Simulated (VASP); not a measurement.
# ZrB2 in VASP: notebook, part 2 of 3

VASP 6.6.1. The steps go on from the part before.

## (3) Single point, PBE+D3(BJ)

This run uses another cell than the first one, of 11.70 Å³/atom, 1.066 times its volume.

Input file INCAR:

```
ALGO     = Normal         # electronic algorithm
EDIFF    = 1E-6           # SCF threshold, eV
ENCUT    = 520            # plane-wave cutoff, eV
GGA      = PE             # functional
ISIF     = 2              # what is computed and relaxed
ISMEAR   = -1             # smearing method
IVDW     = 12             # dispersion correction
LASPH    = T              # aspherical terms in the spheres
LCHARG   = F              # write CHGCAR
LREAL    = F              # projectors in reciprocal space
LWAVE    = F              # write WAVECAR
NBANDS   = 27             # bands
NELM     = 60             # most SCF steps
PREC     = Accurate       # precision mode
SIGMA    = 0.2            # smearing width, eV
```

Input file KPOINTS:

```
k-points
0
Gamma
  6 6 3
```

Input file POSCAR:

```
ZrB2
1.0
    3.1700000000      0.0000000000      0.0000000000
   -1.5850000000      2.7453005300      0.0000000000
    0.0000000000      0.0000000000      8.0660000000
Zr B
2 4
Direct
    0.0000000000      0.0000000000      0.0000000000
    0.0000000000      0.0000000000      0.4380114059
    0.3333333333      0.6666666667      0.2190057030
    0.6666666667      0.3333333333      0.2190057030
    0.3333333333      0.6666666667      0.6570171089
    0.6666666667      0.3333333333      0.6570171089
```

Potentials or basis: VASP PAW PBE potentials, release 64 (Zr_sv, B).

On the command line:

```bash
cat potpaw_PBE.64/Zr_sv/POTCAR potpaw_PBE.64/B/POTCAR > POTCAR
mpirun -np 1 vasp_std > vasp.out
```

OUTCAR:

```text
EDIFF = 1E-6
   ENCUT = 520
   GGA = PE
   ISIF = 2
   ISMEAR = -1
   IVDW = 12
   LASPH = T
   LREAL = F
   NELM = 60
   PREC = Accurate
 IVDW          = 12

 ion  position               nearest neighbor table
   1  0.000  0.000  0.000-   3 2.54   4 2.54   4 2.54   3 2.54   4 2.54   3 2.54   2 3.53
   2  0.000  0.000  0.438-   3 2.54   4 2.54   4 2.54   3 2.54   4 2.54   3 2.54   5 2.54   6 2.54
                             6 2.54   5 2.54   5 2.54   6 2.54   1 3.53
   3  0.333  0.667  0.219-   4 1.83   4 1.83   4 1.83   2 2.54   2 2.54   2 2.54   1 2.54   1 2.54
                             1 2.54
   4  0.667  0.333  0.219-   3 1.83   3 1.83   3 1.83   2 2.54   2 2.54   2 2.54   1 2.54   1 2.54
                             1 2.54
   5  0.333  0.667  0.657-   6 1.83   6 1.83   6 1.83   2 2.54   2 2.54   2 2.54
   6  0.667  0.333  0.657-   5 1.83   5 1.83   5 1.83   2 2.54   2 2.54   2 2.54

  LATTYP: Found a hexagonal cell.
 ALAT       =     3.1700000000
 C/A-ratio  =     2.5444794953

  Lattice vectors:

 A1 = (   3.1700000000,   0.0000000000,   0.0000000000)
 A2 = (  -1.5850000000,   2.7453005300,   0.0000000000)
 A3 = (   0.0000000000,   0.0000000000,   8.0660000000)

Analysis of symmetry for initial positions (statically):
=====================================================================
 Subroutine PRICEL returns:
 Original cell was already a primitive cell.

 Routine SETGRP: Setting up the symmetry group for a
 hexagonal supercell.

 Subroutine GETGRP returns: Found 12 space group operations
 (whereof 12 operations were pure point group operations)
 out of a pool of 24 trial point group operations.

The static configuration has the point symmetry C_6v.

Analysis of symmetry for dynamics (positions and initial velocities):
=====================================================================
 Subroutine PRICEL returns:
 Original cell was already a primitive cell.

 Routine SETGRP: Setting up the symmetry group for a
 hexagonal supercell.

 Subroutine GETGRP returns: Found 12 space group operations
 (whereof 12 operations were pure point group operations)
 out of a pool of 24 trial point group operations.

The dynamic configuration has the point symmetry C_6v.

 Subroutine INISYM returns: Found 12 space group operations
 (whereof 12 operations are pure point group operations),
 and found     1 'primitive' translations

----------------------------------------------------------------------------------------

                                     Primitive cell

  volume of cell :      70.1952

  direct lattice vectors                    reciprocal lattice vectors
     3.170000000  0.000000000  0.000000000     0.315457413  0.182129422  0.000000000
    -1.585000000  2.745300530  0.000000000     0.000000000  0.364258845  0.000000000
     0.000000000  0.000000000  8.066000000     0.000000000  0.000000000  0.123977188

  length of vectors
     3.170000000  3.170000000  8.066000000     0.364258845  0.364258845  0.123977188

  position of ions in fractional coordinates (direct lattice)
     0.000000000  0.000000000  0.000000000
     0.000000000  0.000000000  0.438011406
     0.333333333  0.666666667  0.219005703
     0.666666667  0.333333333  0.219005703
     0.333333333  0.666666667  0.657017109
[... 45 lines left out ...]
  0.333333  0.333333  0.000000      2.000000
  0.000000  0.000000  0.333333      2.000000
  0.166667  0.000000  0.333333     12.000000
  0.333333 -0.000000  0.333333     12.000000
  0.500000  0.000000  0.333333      6.000000
  0.166667  0.166667  0.333333     12.000000
  0.333333  0.166667  0.333333     24.000000
  0.333333  0.333333  0.333333      4.000000
   k-points           NKPTS =     14   k-points in BZ     NKDIM =     14   number of bands    NBANDS=     27
   number of dos      NEDOS =    301   number of ions     NIONS =      6
   total plane-waves  NPLWV =  34560
   dimension x,y,z NGX =    24 NGY =   24 NGZ =   60
   dimension x,y,z NGXF=    48 NGYF=   48 NGZF=  120
   ions per type =               2   4
   NGX,Y,Z   is equivalent  to a cutoff of  12.59, 12.59, 12.37 a.u.
   NGXF,Y,Z  is equivalent  to a cutoff of  25.17, 25.17, 24.73 a.u.
 SYSTEM =  unknown system
   PREC   = accura    normal or accurate (medium, high low for compatibility)
   ISTART =      0    job   : 0-new  1-cont  2-samecut
   ICHARG =      2    charge: 1-file 2-atom 10-const
   ISPIN  =      1    spin polarized calculation?
   LNONCOLLINEAR =      F non collinear calculations
   LSORBIT =      F    spin-orbit coupling
   LASPH  =      T    aspherical Exc in radial PAW
   ENCUT  =  520.0 eV  38.22 Ry    6.18 a.u.   5.89  5.89 15.00*2*pi/ulx,y,z
   NELM   =     60;   NELMIN=  2; NELMDL= -5     # of ELM steps
   EDIFF  = 0.1E-05   stopping-criterion for ELM
   LREAL  =      F    real-space projection
   EDIFFG = 0.1E-04   stopping-criterion for IOM
   NSW    =      0    number of steps for IOM
   IBRION =     -1    ionic relax: 0-MD 1-quasi-New 2-CG
   NFREE  =      0    steps in history (QN), initial steepest desc. (CG)
   ISIF   =      2    stress and relaxation
   ISYM   =      2    0-nonsym 1-usesym 2-fastsym
   POTIM  = 0.5000    time-step for ionic-motion
   TEBEG  =    0.0;   TEEND  =   0.0 temperature during run
   PSTRESS=    0.0 pullay stress
   NELECT =      36.0000    total number of electrons
   NUPDOWN=      -1.0000    fix difference up-down
   EMIN   =  10.00;   EMAX   =-10.00  energy-range for DOS
   EFERMI =   0.00;   METHOD = LEGACY
   ISMEAR =    -1;   SIGMA  =   0.20  broadening in eV -4-tet -1-fermi 0-gaus
   EFERMI_NEDOS =   21; number of points for ismear=-14 and -15
   IALGO  =     38    algorithm
   IMIX   =      4    mixing-type and parameters
     AMIX     =   0.40;   BMIX     =  1.00
     AMIX_MAG =   1.60;   BMIX_MAG =  1.00
  volume/ion in A,a.u.               =      11.70        78.95
  Fermi-wavevector in a.u.,A,eV,Ry     =   1.310408  2.476312 23.363505  1.717169
  Thomas-Fermi vector in A             =   2.440940
   LORBIT       =      0    0 simple, 1 ext, 2 COOP (PROOUT), +10 PAW based schemes
   GGA     = PE    functional components
   LHFCALC =     F    Hartree Fock is set to
   AEXX    =    0.0000 exact exchange contribution
   IVDW    =    12    specifies the selected vdW correction
   LEPSILON=     F    determine dielectric tensor
   LRPA    =     F    only Hartree local field effects (RPA)
 non-spin polarized calculation
  energy-cutoff  :      520.00
  volume of cell :       70.20
 maximum number of plane-waves:      1908
 NGX is ok and might be reduce to    24
   NGX = 11   NGY = 11   NGZ = 29

 number of electron      35.9999999 magnetization

 Free energy of the ion-electron system (eV)
  ---------------------------------------------------
  ext. energy  EPLUGINS =         0.00000000
  ---------------------------------------------------
  free energy    TOTEN  =       -48.03153688 eV

  energy without entropy =      -47.88992202  energy(sigma->0) =      -47.96072945

 E-fermi :   8.7374     XC(G=0): -11.7094

 val. band max:        8.5020846552   @ k =   0.1667   0.0000   0.0000
 cond. band min:       8.7809525167   @ k =   0.1667   0.1667   0.3333
 fundamental gap:      0.2788678615
 Fermi energy:         8.7373850707

 k-point     1 :       0.0000    0.0000    0.0000
  band No.  band energies     occupation
      1     -40.3531      2.00000
      2     -39.7210      2.00000
      3     -18.6171      2.00000
      4     -18.0525      2.00000
      5     -17.9134      2.00000
      6     -17.9134      2.00000
[... 409 lines left out ...]
     26      15.3104      0.00000
     27      15.4151      0.00000

------------------------ aborting loop because EDIFF is reached ----------------------------------------

 Edisp (eV)   -2.05995

 E8    (eV) :    -0.9114

  FORCE on cell =-STRESS in cart. coord.  units (eV):
  Direction    XX          YY          ZZ          XY          YZ          ZX
  --------------------------------------------------------------------------------------
  -------------------------------------------------------------------------------------
  Total      -3.84097    -3.84097   -10.64254     0.00000     0.00000     0.00000
  in kB     -87.66851   -87.66851  -242.91168     0.00000     0.00000     0.00000
  external pressure =     -139.42 kB  Pullay stress =        0.00 kB

 VOLUME and BASIS-vectors are now :
 -----------------------------------------------------------------------------
  energy-cutoff  :      520.00
  volume of cell :       70.20
      direct lattice vectors                 reciprocal lattice vectors
     3.170000000  0.000000000  0.000000000     0.315457413  0.182129422  0.000000000
    -1.585000000  2.745300530  0.000000000     0.000000000  0.364258845  0.000000000
     0.000000000  0.000000000  8.066000000     0.000000000  0.000000000  0.123977188

 POSITION                                       TOTAL-FORCE (eV/Angst)
 -----------------------------------------------------------------------------------
      0.00000      0.00000      0.00000        -0.000000     -0.000000     -1.444683
      0.00000      0.00000      3.53300        -0.000000     -0.000000      0.647563
     -0.00000      1.83020      1.76650         0.000000     -0.000000     -0.331767
      1.58500      0.91510      1.76650        -0.000000      0.000000     -0.331767
     -0.00000      1.83020      5.29950         0.000000      0.000000      0.730327
      1.58500      0.91510      5.29950        -0.000000      0.000000      0.730327
 -----------------------------------------------------------------------------------
    total drift:                               -0.000000     -0.000000      0.001202

  FREE ENERGIE OF THE ION-ELECTRON SYSTEM (eV)
  ---------------------------------------------------
  free  energy   TOTEN  =       -50.0914914928 eV

  energy  without entropy=      -49.9498766372  energy(sigma->0) =      -50.02068407
```

It took 49 s on 1 thread of AMD EPYC 7R43 (Zen 3), shared host; peak memory 0.15 GiB.

What came out:

* Free energy: -50.0915 eV
* Largest force: 1.445 eV/Å
* Band gap on the k mesh: zero (band 18 reaches 9.65 eV, above the bottom of band 19 at 8.78 eV)
* Dispersion energy per atom: -0.343 eV

Forces in eV/Å, atoms in the order of the input:
```
Zr   0.000  0.000 -1.445
Zr   0.000  0.000  0.648
B    0.000  0.000 -0.332
B    0.000  0.000 -0.332
B    0.000  0.000  0.730
B    0.000  0.000  0.730
```

Levels at points of the mesh, in eV from the Fermi level:
| k point | band 16 | band 17 | band 18 | band 19 | band 20 | band 21 |
| --- | --- | --- | --- | --- | --- | --- |
| (0.00, 0.00, 0.00) | -0.47 | -0.47 | 0.92 | 1.07 | 1.07 | 1.33 |
| (0.50, 0.00, 0.00) | -2.33 | -2.32 | -1.49 | 2.03 | 2.46 | 2.56 |

Caveat: the k points lie up to 0.38 Å⁻¹ apart.

(Part 2 of 3 ends here.)
